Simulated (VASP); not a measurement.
Write the native input for VASP 6.6.1 that does the following.

| Quantity | Value |
| --- | --- |
| Task | electric field gradients |
| Functional | LDA |
| Potentials or basis | VASP PAW LDA potentials, release 64 (Cu_sv_GW, Au_sv_GW) |
| Cutoff | 610 eV |
| k mesh | 9 × 9 × 9 |
| Occupations | fermi-dirac, width 0.05 eV |
| Spin | no spin polarisation |
| Dipole correction | no |
| Further INCAR settings | ALGO = Normal; EDIFF = 1e-08; NBANDS = 46 |

The structure of CuAu3 lies in POSCAR:

```
CuAu3
1.0
    4.0063583840      0.0000000000      0.0000000000
    0.0000000000      4.0063583840      0.0000000000
    0.0000000000      0.0000000000      4.0063583840
Cu Au
1 3
Direct
    0.0000000000      0.0000000000      0.0000000000
    0.0000000000      0.5000000000      0.5000000000
    0.5000000000      0.0000000000      0.5000000000
    0.5000000000      0.5000000000      0.0000000000
```

The input as run:

INCAR

```
SYSTEM = CuAu3
  PREC = Accurate
  ENCUT = 610
  EDIFF = 1E-8
  ISMEAR = -1
  SIGMA = 0.05
  LREAL = .False.
  LASPH = .True.
  NELM = 120
  ALGO = Normal
  ISIF = 2
  LWAVE = .False.
  LCHARG = .False.
  GGA = CA
  LEFG = .True.
  NBANDS = 46
  GGA_COMPAT = .False.
```

KPOINTS

```
Automatic mesh
0
Gamma
  9 9 9
  0 0 0
```

Potentials or basis: VASP PAW LDA potentials, release 64 (Cu_sv_GW, Au_sv_GW).

The run is started by

```console
$ cat potpaw_LDA.64/Cu_sv_GW/POTCAR potpaw_LDA.64/Au_sv_GW/POTCAR > POTCAR
$ mpirun -np 1 vasp_std > vasp.out
```

Results of the run:

The pressure is -8.7 GPa and the band gap on the k mesh is zero (bands 38 and 39 overlap by 1.55 eV). The largest electric field gradient by atom is Cu +0.0; Au -55.8 V/Å².

Caveat: the cell stands under tension; without QUAD_EFG the Cq values of the log hold for a quadrupole moment of 1 mb, not for the nuclei; spin-orbit coupling is left out, which moves the levels of the heavy elements.

Run time: 71 s on 1 thread of Intel(R) Xeon(R) 6975P-C (Granite Rapids) (shared host), peak memory 0.25 GiB.
